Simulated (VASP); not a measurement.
# Br (Pm-3m) in VASP: a series of runs, part 2 of 2

VASP 6.6.1. Earlier steps stand in the parts before.

## Step 3: Single point, LDA (volume scaled by 0.88)

The input, INCAR:

```
PREC = Accurate
ENCUT = 520
EDIFF = 1E-7
ISMEAR = -1
SIGMA = 0.1
LREAL = False
LASPH = True
NELM = 80
ALGO = Normal
ISIF = 2
LWAVE = False
LCHARG = True
LELF = True
LVHAR = True
NBANDS = 10
```

The input, KPOINTS:

```
Automatic mesh
0
Gamma
  12 12 12
```

The input, POSCAR:

```
Br
1.0
    2.8610383632      0.0000000000      0.0000000000
    0.0000000000      2.8610383632      0.0000000000
    0.0000000000      0.0000000000      2.8610383632
Br
1
Direct
    0.0000000000      0.0000000000      0.0000000000
```

Potentials or basis: VASP PAW LDA potentials, release 64 (Br).

Run with:

```bash
$ cat potpaw_LDA.64/Br/POTCAR > POTCAR
$ mpirun -np 1 vasp_std > vasp.out
```

OUTCAR:

```text
PREC = Accurate
   ENCUT = 520
   EDIFF = 1E-7
   ISMEAR = -1
   LREAL = False
   LASPH = True
   NELM = 80
   ISIF = 2

 ion  position               nearest neighbor table
   1  0.000  0.000  0.000-

  LATTYP: Found a simple cubic cell.
 ALAT       =     2.8610383632

  Lattice vectors:

 A1 = (   2.8610383632,   0.0000000000,   0.0000000000)
 A2 = (   0.0000000000,   2.8610383632,   0.0000000000)
 A3 = (   0.0000000000,   0.0000000000,   2.8610383632)

Analysis of symmetry for initial positions (statically):
=====================================================================
 Subroutine PRICEL returns:
 Original cell was already a primitive cell.

 Routine SETGRP: Setting up the symmetry group for a
 simple cubic supercell.

 Subroutine GETGRP returns: Found 48 space group operations
 (whereof 48 operations were pure point group operations)
 out of a pool of 48 trial point group operations.

The static configuration has the point symmetry O_h .

Analysis of symmetry for dynamics (positions and initial velocities):
=====================================================================
 Subroutine PRICEL returns:
 Original cell was already a primitive cell.

 Routine SETGRP: Setting up the symmetry group for a
 simple cubic supercell.

 Subroutine GETGRP returns: Found 48 space group operations
 (whereof 48 operations were pure point group operations)
 out of a pool of 48 trial point group operations.

The dynamic configuration has the point symmetry O_h .

 Subroutine INISYM returns: Found 48 space group operations
 (whereof 48 operations are pure point group operations),
 and found     1 'primitive' translations

----------------------------------------------------------------------------------------

                                     Primitive cell

  volume of cell :      23.4191

  direct lattice vectors                    reciprocal lattice vectors
     2.861038363  0.000000000  0.000000000     0.349523450  0.000000000  0.000000000
     0.000000000  2.861038363  0.000000000     0.000000000  0.349523450  0.000000000
     0.000000000  0.000000000  2.861038363     0.000000000  0.000000000  0.349523450

  length of vectors
     2.861038363  2.861038363  2.861038363     0.349523450  0.349523450  0.349523450

  position of ions in fractional coordinates (direct lattice)
     0.000000000  0.000000000  0.000000000

  ion indices of the primitive-cell ions
   primitive index   ion index
                 1           1

----------------------------------------------------------------------------------------

 KPOINTS: Automatic mesh

Automatic generation of k-mesh.
 Grid dimensions read from file:
 generate k-points for:   12   12   12

 Generating k-lattice:

  Cartesian coordinates                     Fractional coordinates (reciprocal lattice)
     0.029126954  0.000000000  0.000000000     0.083333333  0.000000000  0.000000000
     0.000000000  0.029126954  0.000000000     0.000000000  0.083333333  0.000000000
     0.000000000  0.000000000  0.029126954     0.000000000  0.000000000  0.083333333

  Length of vectors
     0.029126954  0.029126954  0.029126954

  Shift w.r.t. Gamma in fractional coordinates (k-lattice)
     0.000000000  0.000000000  0.000000000

 Subroutine IBZKPT returns following result:
 ===========================================

 Found     84 irreducible k-points:

 Following reciprocal coordinates:
            Coordinates               Weight
  0.000000  0.000000  0.000000      1.000000
  0.083333  0.000000  0.000000      6.000000
  0.166667  0.000000  0.000000      6.000000
  0.250000  0.000000  0.000000      6.000000
  0.333333  0.000000  0.000000      6.000000
  0.416667  0.000000  0.000000      6.000000
[... 16 lines left out ...]
  0.333333  0.333333  0.000000     12.000000
  0.416667  0.333333  0.000000     24.000000
 [... further k-points ...]
   k-points           NKPTS =     84   k-points in BZ     NKDIM =     84   number of bands    NBANDS=     10
   number of dos      NEDOS =    301   number of ions     NIONS =      1
   total plane-waves  NPLWV =  13824
   dimension x,y,z NGX =    24 NGY =   24 NGZ =   24
   dimension x,y,z NGXF=    48 NGYF=   48 NGZF=   48
   ions per type =               1
   NGX,Y,Z   is equivalent  to a cutoff of  13.95, 13.95, 13.95 a.u.
   NGXF,Y,Z  is equivalent  to a cutoff of  27.89, 27.89, 27.89 a.u.
 SYSTEM =  unknown system
   PREC   = accura    normal or accurate (medium, high low for compatibility)
   ISTART =      0    job   : 0-new  1-cont  2-samecut
   ICHARG =      2    charge: 1-file 2-atom 10-const
   ISPIN  =      1    spin polarized calculation?
   LNONCOLLINEAR =      F non collinear calculations
   LSORBIT =      F    spin-orbit coupling
   LASPH  =      T    aspherical Exc in radial PAW
   ENCUT  =  520.0 eV  38.22 Ry    6.18 a.u.   5.32  5.32  5.32*2*pi/ulx,y,z
   NELM   =     80;   NELMIN=  2; NELMDL= -5     # of ELM steps
   EDIFF  = 0.1E-06   stopping-criterion for ELM
   LREAL  =      F    real-space projection
   EDIFFG = 0.1E-05   stopping-criterion for IOM
   NSW    =      0    number of steps for IOM
   IBRION =     -1    ionic relax: 0-MD 1-quasi-New 2-CG
   NFREE  =      0    steps in history (QN), initial steepest desc. (CG)
   ISIF   =      2    stress and relaxation
   ISYM   =      2    0-nonsym 1-usesym 2-fastsym
   POTIM  = 0.5000    time-step for ionic-motion
   TEBEG  =    0.0;   TEEND  =   0.0 temperature during run
   PSTRESS=    0.0 pullay stress
   NELECT =       7.0000    total number of electrons
   NUPDOWN=      -1.0000    fix difference up-down
   EMIN   =  10.00;   EMAX   =-10.00  energy-range for DOS
   EFERMI =   0.00;   METHOD = LEGACY
   ISMEAR =    -1;   SIGMA  =   0.10  broadening in eV -4-tet -1-fermi 0-gaus
   EFERMI_NEDOS =   21; number of points for ismear=-14 and -15
   IALGO  =     38    algorithm
   IMIX   =      4    mixing-type and parameters
     AMIX     =   0.40;   BMIX     =  1.00
     AMIX_MAG =   1.60;   BMIX_MAG =  1.00
  volume/ion in A,a.u.               =      23.42       158.04
  Fermi-wavevector in a.u.,A,eV,Ry     =   1.094588  2.068471 16.301438  1.198122
  Thomas-Fermi vector in A             =   2.230895
   LORBIT       =      0    0 simple, 1 ext, 2 COOP (PROOUT), +10 PAW based schemes
   GGA     = CA    functional components
   LHFCALC =     F    Hartree Fock is set to
   AEXX    =    0.0000 exact exchange contribution
   IVDW    =     0    specifies the selected vdW correction
   LEPSILON=     F    determine dielectric tensor
   LRPA    =     F    only Hartree local field effects (RPA)
 non-spin polarized calculation
  energy-cutoff  :      520.00
  volume of cell :       23.42
 maximum number of plane-waves:       648
 NGX is ok and might be reduce to    24
   NGX = 11   NGY = 11   NGZ = 11

 number of electron       6.9999998 magnetization

 Free energy of the ion-electron system (eV)
  ---------------------------------------------------
  ext. energy  EPLUGINS =         0.00000000
  ---------------------------------------------------
  free energy    TOTEN  =        -1.73151256 eV

  energy without entropy =       -1.70184171  energy(sigma->0) =       -1.71667713

 E-fermi :   3.9280     XC(G=0): -10.0367

 val. band max:        3.9138995478   @ k =   0.1667   0.0000   0.0000
 cond. band min:       3.9291474410   @ k =   0.2500   0.2500   0.0833
 fundamental gap:      0.0152478932
 Fermi energy:         3.9279798624

 k-point     1 :       0.0000    0.0000    0.0000
  band No.  band energies     occupation
      1     -13.5428      2.00000
      2       3.6891      1.83201
      3       3.6891      1.83201
      4       3.6891      1.83201
      5      10.4832      0.00000
      6      11.9784      0.00000
      7      11.9784      0.00000
      8      25.2604      0.00000
      9      25.2604      0.00000
     10      25.2604      0.00000

 k-point     2 :       0.0833    0.0000    0.0000
  band No.  band energies     occupation
      1     -13.4637      2.00000
      2       2.9201      1.99992
      3       3.7478      1.71665
      4       3.7478      1.71665
      5      10.8082      0.00000
      6      12.0722      0.00000
      7      12.7369      0.00000
      8      23.7403      0.00000
      9      23.7403      0.00000
     10      25.3277      0.00000
[... 274 lines left out ...]
 k-point    24 :       0.4167    0.3333    0.0000
  band No.  band energies     occupation
      1     -11.1605      2.00000
      2      -1.7164      2.00000
      3      -0.4360      2.00000
      4       5.2822      0.00000
      5       9.2577      0.00000
      6      15.2760      0.00000
      7      19.0577      0.00000
      8      20.0514      0.00000
      9      20.4345      0.00000
     10      20.9341      0.00000

 [... further k-points ...]
[... 5 lines left out ...]
  --------------------------------------------------------------------------------------
  -------------------------------------------------------------------------------------
  Total        1.1851449      1.1851449      1.1851449      0.0000000     -0.0000000     -0.0000000
  in kB       81.0794886     81.0794886     81.0794886      0.0000000     -0.0000000     -0.0000000
  external PRESSURE =      81.0794886 kB  Pullay stress =       0.0000000 kB

 VOLUME and BASIS-vectors are now :
 -----------------------------------------------------------------------------
  energy-cutoff  :      520.00
  volume of cell :       23.42
      direct lattice vectors                 reciprocal lattice vectors
     2.861038363  0.000000000  0.000000000     0.349523450  0.000000000  0.000000000
     0.000000000  2.861038363  0.000000000     0.000000000  0.349523450  0.000000000
     0.000000000  0.000000000  2.861038363     0.000000000  0.000000000  0.349523450

 POSITION                                       TOTAL-FORCE (eV/Angst)
 -----------------------------------------------------------------------------------
      0.00000      0.00000      0.00000         0.000000      0.000000      0.000000
 -----------------------------------------------------------------------------------
    total drift:                               -0.000000      0.000000      0.000000

  FREE ENERGIE OF THE ION-ELECTRON SYSTEM (eV)
  ---------------------------------------------------
  free  energy   TOTEN  =        -1.7315125570 eV

  energy  without entropy=       -1.7018417099  energy(sigma->0) =       -1.71667713
```

stdout:

```text
POSCAR found type information on POSCAR Br
 POSCAR found :  1 types and       1 ions
 scaLAPACK will be used
 LDA part: xc-table for (Slater(with rela. corr.)+CA(PZ))
 , standard interpolation
 POSCAR, INCAR and KPOINTS ok, starting setup
 FFT: planning ... GRIDC
 FFT: planning ... GRID_SOFT
 FFT: planning ... GRID
 WAVECAR not read
 entering main loop
```

Wall time 7.4 s (1 thread of Intel Xeon Platinum 8488C (Sapphire Rapids), shared host); peak memory 0.13 GiB.

Results:

```
Free energy : -1.7315 eV
Pressure    : 8.1 GPa
```

Caveat: the cell differs from its parent crystal (volume scaled by 0.88); an odd number of electrons without spin polarisation forces a metal; a magnetic or distorted state may lie lower.

## Step 4: Single point, LDA

This run uses another cell than the first one, of 26.61 Å³/atom, 1.282 times its volume.

The input, INCAR:

```
PREC     = Accurate       # precision mode
ENCUT    = 520            # plane-wave cutoff, eV
EDIFF    = 1E-7           # SCF threshold, eV
ISMEAR   = -1             # smearing method
SIGMA    = 0.1            # smearing width, eV
LREAL    = False          # projectors in reciprocal space
LASPH    = True           # aspherical terms in the spheres
NELM     = 60             # most SCF steps
ALGO     = Normal         # electronic algorithm
ISIF     = 2              # what is computed and relaxed
LWAVE    = False          # write WAVECAR
LCHARG   = False          # write CHGCAR
NBANDS   = 10             # bands
```

The input, KPOINTS:

```
regular mesh
0
Gamma
  12 12 12
```

The input, POSCAR:

```
Br
1.0
    2.9855851173      0.0000000000      0.0000000000
    0.0000000000      2.9855851173      0.0000000000
    0.0000000000      0.0000000000      2.9855851173
Br
1
Direct
    0.0000000000      0.0000000000      0.0000000000
```

Run with:

```bash
$ cat potpaw_LDA.64/Br/POTCAR > POTCAR
$ mpirun -np 1 vasp_std > vasp.out
```

Wall time 6.8 s (1 thread of Intel Xeon Platinum 8488C (Sapphire Rapids), shared host); peak memory 0.13 GiB.

The run converged. Its results:

```yaml
Free_energy: -1.8035 eV
Pressure: 0.1 GPa
```

Levels at points of the mesh, in eV from the Fermi level:
| k point | band 1 | band 2 | band 3 | band 4 | band 5 | band 6 | band 7 | band 8 |
| --- | --- | --- | --- | --- | --- | --- | --- | --- |
| (0.00, 0.00, 0.00) | -16.40 | -0.18 | -0.18 | -0.18 | 6.24 | 8.49 | 8.49 | 20.43 |
| (0.50, 0.00, 0.00) | -15.24 | -5.87 | 0.61 | 0.61 | 9.80 | 10.25 | 11.51 | 13.49 |
| (0.50, 0.50, 0.00) | -14.15 | -4.58 | -4.58 | 1.32 | 4.44 | 12.11 | 15.25 | 15.25 |
| (0.50, 0.50, 0.50) | -13.10 | -3.48 | -3.48 | -3.48 | 6.95 | 6.95 | 6.95 | 10.93 |

Caveat: an odd number of electrons without spin polarisation forces a metal; a magnetic or distorted state may lie lower.

## Step 5: Single point, LDA

This run uses another cell than the first one, of 26.61 Å³/atom, 1.282 times its volume.

The input, INCAR:

```
SYSTEM = Br
ALGO = Normal ; EDIFF = 1E-7
ENCUT = 520 ; ISIF = 2
ISMEAR = -1 ; LASPH = .True.
LCHARG = .False. ; LREAL = .False.
LWAVE = .False. ; NBANDS = 10
NELM = 60 ; PREC = Accurate
SIGMA = 0.1
```

The input, KPOINTS:

```
k-points
0
Gamma
  12 12 12
  0 0 0
```

The input, POSCAR:

```
Br
1.0
    2.9855851172      0.0000000000      0.0000000000
    0.0000000000      2.9855851172      0.0000000000
    0.0000000000      0.0000000000      2.9855851172
Br
1
Direct
    0.0000000000      0.0000000000      0.0000000000
```

Run with:

```bash
$ cat potpaw_LDA.64/Br/POTCAR > POTCAR
$ mpirun -np 1 vasp_std > vasp.out
```

Wall time 7.5 s (1 thread of Intel Xeon Platinum 8488C (Sapphire Rapids), shared host); peak memory 0.13 GiB.

It converged, with:

* Free energy: -1.8035 eV
* Pressure: 0.1 GPa

Levels at points of the mesh, in eV from the Fermi level:
| k point | band 1 | band 2 | band 3 | band 4 | band 5 | band 6 | band 7 | band 8 |
| --- | --- | --- | --- | --- | --- | --- | --- | --- |
| (0.00, 0.00, 0.00) | -16.40 | -0.18 | -0.18 | -0.18 | 6.24 | 8.49 | 8.49 | 20.43 |
| (0.50, 0.00, 0.00) | -15.24 | -5.87 | 0.61 | 0.61 | 9.80 | 10.25 | 11.51 | 13.49 |
| (0.50, 0.50, 0.00) | -14.15 | -4.58 | -4.58 | 1.32 | 4.44 | 12.11 | 15.25 | 15.25 |
| (0.50, 0.50, 0.50) | -13.10 | -3.48 | -3.48 | -3.48 | 6.95 | 6.95 | 6.95 | 10.93 |

Caveat: an odd number of electrons without spin polarisation forces a metal; a magnetic or distorted state may lie lower.

## Step 6: Overview

```tsv
cell	gap on the mesh (eV)	pressure (GPa)
a = 2.748 Å, 1 atom	none	21.1
a = 2.861 Å, 1 atom	none	8.1
a = 2.986 Å, 1 atom	none	0.1
```

Alike in all rows: task single point; level LDA; potentials or basis VASP PAW LDA potentials, release 64 (Br); no spin polarisation; k mesh 12 × 12 × 12; cutoff (eV) 520; smearing fermi-dirac 0.1 eV.

Caveats: an odd number of electrons without spin polarisation forces a metal; a magnetic or distorted state may lie lower.

Absolute energies hang on the potentials; compare differences alone.
